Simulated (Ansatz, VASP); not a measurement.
**One calculation of InSe2, two programs**

```xyz
6
Lattice="3.8949 0.0000 0.0000 0.0000 3.8949 0.0000 0.0000 0.0000 9.6262" Properties=species:S:1:pos:R:3 pbc="T T T"
In    0.0000    1.9474    6.8006
In    1.9474    0.0000    2.8256
Se    0.0000    1.9474    3.5252
Se    1.9474    0.0000    6.1010
Se    0.0000    0.0000    0.0000
Se    1.9474    1.9474    0.0000
```

Alike in both runs: task single point; functional PBEsol; k mesh 10 × 10 × 4; occupations gaussian, width 0.1 eV; no spin polarisation.

|  | VASP | Ansatz |
| --- | --- | --- |
| version | VASP 6.6.1 | Ansatz 0.2.0 |
| potentials or method | VASP PAW PBE potentials, release 64 (In_d, Se), cutoff 520 eV | scalar-relativistic, plane waves, PAW |
| valence electrons in the cell | 50 | 90 |

|  | VASP | Ansatz | Ansatz less VASP |
| --- | --- | --- | --- |
| gap on the k mesh at the Fermi level (eV) | none | none | - |
| pressure (GPa) | -3.3 | -3.3 | -0.07 |
| traceless stress, the component that is largest in VASP (GPa) | 1.13 | 1.17 | +0.038 |
| rms of the force components (eV/Å) | 0.038 | 0.038 | +0.0007 |

VASP's potentials were made for PBE, not for PBEsol. Atom by atom the forces differ by 0.001 eV/Å (rms over components). A gap of «none» marks a metal or a gap that the smearing closes. With one functional, cell and mesh, what is left measures potentials, basis and numerics. VASP's potentials hold 50 valence electrons a cell and Ansatz's 90, so a difference there can come from the potentials and not from the codes.
